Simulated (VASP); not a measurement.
# HgTe (Cmcm) in VASP: a series of runs, part 2 of 2

VASP 6.6.1. The steps go on from the part before.

### 3 Single point, r2SCAN+D4

This run uses another cell than the first one, of 30.08 Å³/atom, 1.020 times its volume.

Input file POSCAR:

```
HgTe
1.0
    2.9925180000     -3.4669290000      0.0000000000
    2.9925180000      3.4669290000      0.0000000000
    0.0000000000      0.0000000000      5.7981570000
Hg Te
2 2
Direct
    0.3430500000      0.6569500000      0.7500000000
    0.6569500000      0.3430500000      0.2500000000
    0.7848090000      0.2151910000      0.7500000000
    0.2151910000      0.7848090000      0.2500000000
```

Input file INCAR.step1:

```
SYSTEM = HgTe
PREC = Accurate
ENCUT = 520
ISMEAR = -1
SIGMA = 0.02
LREAL = .False.
LASPH = .True.
NELM = 60
NBANDS = 26
GGA = PE
ALGO = Normal
EDIFF = 1E-4
LWAVE = .True.
LCHARG = .False.
```

Input file INCAR.step2:

```
SYSTEM = HgTe
PREC = Accurate
ENCUT = 520
EDIFF = 1E-7
ISMEAR = -1
SIGMA = 0.02
LREAL = .False.
LASPH = .True.
NELM = 60
ALGO = Normal
ISIF = 2
LWAVE = .False.
LCHARG = .False.
METAGGA = R2SCAN
LMIXTAU = .True.
IVDW = 13
VDW_S6 = 1.0
VDW_S8 = 0.6018749
VDW_A1 = 0.51559235
VDW_A2 = 5.77342911
NBANDS = 26
ISTART = 1
```

Input file KPOINTS:

```
Automatic mesh
0
Gamma
  4 4 4
  0 0 0
```

Potentials or basis: VASP PAW PBE potentials, release 64 (Hg, Te).

The run is started by

```
cat potpaw_PBE.64/Hg/POTCAR potpaw_PBE.64/Te/POTCAR > POTCAR
cp INCAR.step1 INCAR
mpirun -np 1 vasp_std > vasp.out
cp INCAR.step2 INCAR
mpirun -np 1 vasp_std > vasp.out
```

OUTCAR:

```text
SYSTEM = HgTe
   PREC = Accurate
   ENCUT = 520
   EDIFF = 1E-7
   ISMEAR = -1
   LREAL = .False.
   LASPH = .True.
   NELM = 60
   ISIF = 2
   METAGGA = R2SCAN
   IVDW = 13
   ISTART = 1

 ion  position               nearest neighbor table
   1  0.343  0.657  0.750-   3 3.02   3 3.02   4 3.03   4 3.03   3 3.06   2 3.63   2 3.63
   2  0.657  0.343  0.250-   4 3.02   4 3.02   3 3.03   3 3.03   4 3.06   1 3.63   1 3.63
   3  0.785  0.215  0.750-   1 3.02   1 3.02   2 3.03   2 3.03   1 3.06
   4  0.215  0.785  0.250-   2 3.02   2 3.02   1 3.03   1 3.03   2 3.06

  LATTYP: Found a base centered orthorhombic cell.
 ALAT       =     5.9850360000
 B/A-ratio  =     1.1585323798
 C/A-ratio  =     0.9687756264

  Lattice vectors:

 A1 = (   2.9925180000,  -3.4669290000,   0.0000000000)
 A2 = (   2.9925180000,   3.4669290000,   0.0000000000)
 A3 = (   0.0000000000,   0.0000000000,   5.7981570000)

Analysis of symmetry for initial positions (statically):
=====================================================================
 Subroutine PRICEL returns:
 Original cell was already a primitive cell.

 Routine SETGRP: Setting up the symmetry group for a
 base centered orthorhombic supercell.

 Subroutine GETGRP returns: Found  8 space group operations
 (whereof  4 operations were pure point group operations)
 out of a pool of  8 trial point group operations.

The static configuration has the point symmetry C_2h.
 The point group associated with its full space group is D_2h.

Analysis of symmetry for dynamics (positions and initial velocities):
=====================================================================
 Subroutine PRICEL returns:
 Original cell was already a primitive cell.

 Routine SETGRP: Setting up the symmetry group for a
 base centered orthorhombic supercell.

 Subroutine GETGRP returns: Found  8 space group operations
 (whereof  4 operations were pure point group operations)
 out of a pool of  8 trial point group operations.

The dynamic configuration has the point symmetry C_2h.
 The point group associated with its full space group is D_2h.

 Subroutine INISYM returns: Found  8 space group operations
 (whereof  4 operations are pure point group operations),
 and found     1 'primitive' translations

----------------------------------------------------------------------------------------

                                     Primitive cell

  volume of cell :     120.3100

  direct lattice vectors                    reciprocal lattice vectors
     2.992518000 -3.466929000  0.000000000     0.167083373 -0.144219856  0.000000000
     2.992518000  3.466929000  0.000000000     0.167083373  0.144219856  0.000000000
     0.000000000  0.000000000  5.798157000     0.000000000  0.000000000  0.172468596

  length of vectors
     4.579821030  4.579821030  5.798157000     0.220717512  0.220717512  0.172468596

  position of ions in fractional coordinates (direct lattice)
     0.343050000  0.656950000  0.750000000
     0.656950000  0.343050000  0.250000000
     0.784809000  0.215191000  0.750000000
     0.215191000  0.784809000  0.250000000

  ion indices of the primitive-cell ions
   primitive index   ion index
                 1           1
                 2           2
                 3           3
                 4           4

[... 28 lines left out ...]
  0.000000  0.000000  0.000000      1.000000
  0.250000  0.000000  0.000000      4.000000
  0.500000  0.000000  0.000000      2.000000
  0.250000  0.250000  0.000000      2.000000
  0.500000  0.250000  0.000000      4.000000
 -0.250000  0.250000  0.000000      2.000000
[... 13 lines left out ...]
 -0.250000  0.250000  0.500000      2.000000
  0.500000  0.500000  0.500000      1.000000
   k-points           NKPTS =     21   k-points in BZ     NKDIM =     21   number of bands    NBANDS=     26
   number of dos      NEDOS =    301   number of ions     NIONS =      4
   total plane-waves  NPLWV =  62208
   dimension x,y,z NGX =    36 NGY =   36 NGZ =   48
   dimension x,y,z NGXF=    72 NGYF=   72 NGZF=   96
   ions per type =               2   2
   NGX,Y,Z   is equivalent  to a cutoff of  13.07, 13.07, 13.76 a.u.
   NGXF,Y,Z  is equivalent  to a cutoff of  26.14, 26.14, 27.53 a.u.
 SYSTEM =  HgTe
   PREC   = accura    normal or accurate (medium, high low for compatibility)
   ISTART =      1    job   : 0-new  1-cont  2-samecut
   ICHARG =      0    charge: 1-file 2-atom 10-const
   ISPIN  =      1    spin polarized calculation?
   LNONCOLLINEAR =      F non collinear calculations
   LSORBIT =      F    spin-orbit coupling
   LASPH  =      T    aspherical Exc in radial PAW
   ENCUT  =  520.0 eV  38.22 Ry    6.18 a.u.   8.52  8.52 10.78*2*pi/ulx,y,z
   NELM   =     60;   NELMIN=  2; NELMDL=  0     # of ELM steps
   EDIFF  = 0.1E-06   stopping-criterion for ELM
   LREAL  =      F    real-space projection
   EDIFFG = 0.1E-05   stopping-criterion for IOM
   NSW    =      0    number of steps for IOM
   IBRION =     -1    ionic relax: 0-MD 1-quasi-New 2-CG
   NFREE  =      0    steps in history (QN), initial steepest desc. (CG)
   ISIF   =      2    stress and relaxation
   ISYM   =      2    0-nonsym 1-usesym 2-fastsym
   POTIM  = 0.5000    time-step for ionic-motion
   TEBEG  =    0.0;   TEEND  =   0.0 temperature during run
   PSTRESS=    0.0 pullay stress
   NELECT =      36.0000    total number of electrons
   NUPDOWN=      -1.0000    fix difference up-down
   EMIN   =  10.00;   EMAX   =-10.00  energy-range for DOS
   EFERMI =   0.00;   METHOD = LEGACY
   ISMEAR =    -1;   SIGMA  =   0.02  broadening in eV -4-tet -1-fermi 0-gaus
   EFERMI_NEDOS =   21; number of points for ismear=-14 and -15
   IALGO  =     38    algorithm
   IMIX   =      4    mixing-type and parameters
     AMIX     =   0.40;   BMIX     =  1.00
     AMIX_MAG =   1.60;   BMIX_MAG =  1.00
  volume/ion in A,a.u.               =      30.08       202.97
  Fermi-wavevector in a.u.,A,eV,Ry     =   1.094986  2.069223 16.313299  1.198994
  Thomas-Fermi vector in A             =   2.231301
   LORBIT       =      0    0 simple, 1 ext, 2 COOP (PROOUT), +10 PAW based schemes
   METAGGA = R2SCAN    functional components
   LHFCALC =     F    Hartree Fock is set to
   AEXX    =    0.0000 exact exchange contribution
   IVDW    =    13    specifies the selected vdW correction
   LEPSILON=     F    determine dielectric tensor
   LRPA    =     F    only Hartree local field effects (RPA)
 non-spin polarized calculation
  energy-cutoff  :      520.00
  volume of cell :      120.31
 maximum number of plane-waves:      3256
 NGX is ok and might be reduce to    36
   NGX = 17   NGY = 17   NGZ = 21

 number of electron      36.0000001 magnetization

 Free energy of the ion-electron system (eV)
  ---------------------------------------------------
  ext. energy  EPLUGINS =         0.00000000
  ---------------------------------------------------
  free energy    TOTEN  =      -149.64425831 eV

  energy without entropy =     -149.64405548  energy(sigma->0) =     -149.64415689

 E-fermi :   3.7176     XC(G=0): -10.0955

 val. band max:        3.6009618939   @ k =   0.2500   0.0000   0.2500
 cond. band min:       3.8270485525   @ k =   0.5000   0.2500   0.0000
 fundamental gap:      0.2260866586
 Fermi energy:         3.7175522028

 k-point     1 :       0.0000    0.0000    0.0000
  band No.  band energies     occupation
      1      -8.5353      2.00000
      2      -7.3987      2.00000
      3      -3.4516      2.00000
      4      -3.3586      2.00000
      5      -3.3443      2.00000
      6      -3.2756      2.00000
[... 598 lines left out ...]
     25      11.4071      0.00000
     26      11.4071      0.00000

------------------------ aborting loop because EDIFF is reached ----------------------------------------

  DFT-D4 for vdW energy calculation

  Edisp (eV):   -0.59640

  FORCE on cell =-STRESS in cart. coord.  units (eV):
  Direction    XX          YY          ZZ          XY          YZ          ZX
  --------------------------------------------------------------------------------------
  -------------------------------------------------------------------------------------
  Total      -1.48877    -0.93966    -1.68223     0.00000     0.00000     0.00000
  in kB     -19.82603   -12.51347   -22.40240     0.00000     0.00000     0.00000
  external pressure =      -18.25 kB  Pullay stress =        0.00 kB

 VOLUME and BASIS-vectors are now :
 -----------------------------------------------------------------------------
  energy-cutoff  :      520.00
  volume of cell :      120.31
      direct lattice vectors                 reciprocal lattice vectors
     2.992518000 -3.466929000  0.000000000     0.167083373 -0.144219856  0.000000000
     2.992518000  3.466929000  0.000000000     0.167083373  0.144219856  0.000000000
     0.000000000  0.000000000  5.798157000     0.000000000  0.000000000  0.172468596

 POSITION                                       TOTAL-FORCE (eV/Angst)
 -----------------------------------------------------------------------------------
      2.99252      1.08827      4.34862         0.000000     -0.002384      0.000000
      2.99252     -1.08827      1.44954         0.000000      0.002384      0.000000
      2.99252     -1.97483      4.34862         0.000000      0.097908     -0.000000
      2.99252      1.97483      1.44954         0.000000     -0.097908      0.000000
 -----------------------------------------------------------------------------------
    total drift:                               -0.000000      0.000000     -0.000000

  FREE ENERGIE OF THE ION-ELECTRON SYSTEM (eV)
  ---------------------------------------------------
  free  energy   TOTEN  =      -150.2406609271 eV

  energy  without entropy=     -150.2404580900  energy(sigma->0) =     -150.24055951
```

It took 96 s on 1 thread of Intel Xeon 6975P-C (Granite Rapids), shared host; peak memory 0.28 GiB.

Results:

| Property | Result |
| --- | --- |
| Free energy | -150.2407 eV |
| Pressure | -1.8 GPa |
| Largest force | 0.098 eV/Å |
| Band gap on the k mesh | zero (band 18 reaches 4.04 eV, above the bottom of band 19 at 2.02 eV) |
| Dispersion energy per atom | -0.149 eV |

Forces in eV/Å, atoms in the order of the input:
```
Hg   0.000 -0.002  0.000
Hg   0.000  0.002  0.000
Te   0.000  0.098  0.000
Te   0.000 -0.098  0.000
```

Stress tensor (GPa, compression positive):
```
-1.98  0.00  0.00
 0.00 -1.25  0.00
 0.00  0.00 -2.24
```

Levels at points of the mesh, in eV from the Fermi level:
| k point | band 16 | band 17 | band 18 | band 19 | band 20 | band 21 |
| --- | --- | --- | --- | --- | --- | --- |
| (0.00, 0.00, 0.00) | -2.59 | -1.08 | -0.45 | -0.26 | -0.18 | 4.43 |
| (0.50, 0.00, 0.00) | -2.00 | -0.93 | -0.57 | 1.59 | 2.66 | 3.23 |
| (0.50, 0.50, 0.00) | -1.92 | -1.84 | -1.82 | -1.70 | -1.38 | 3.58 |
| (0.00, 0.00, 0.50) | -1.90 | -1.32 | -1.32 | 1.55 | 1.55 | 5.24 |
| (0.50, 0.00, 0.50) | -0.97 | 0.22 | 0.22 | 2.19 | 2.19 | 4.17 |
| (0.50, 0.50, 0.50) | -3.18 | -3.03 | -3.03 | 2.21 | 2.21 | 6.01 |

Caveat: the PAW data sets were made with another functional, which shifts forces and pressure a little; spin-orbit coupling is left out, which moves the levels of the heavy elements; pairwise dispersion overbinds metals, which lowers pressure and volume.
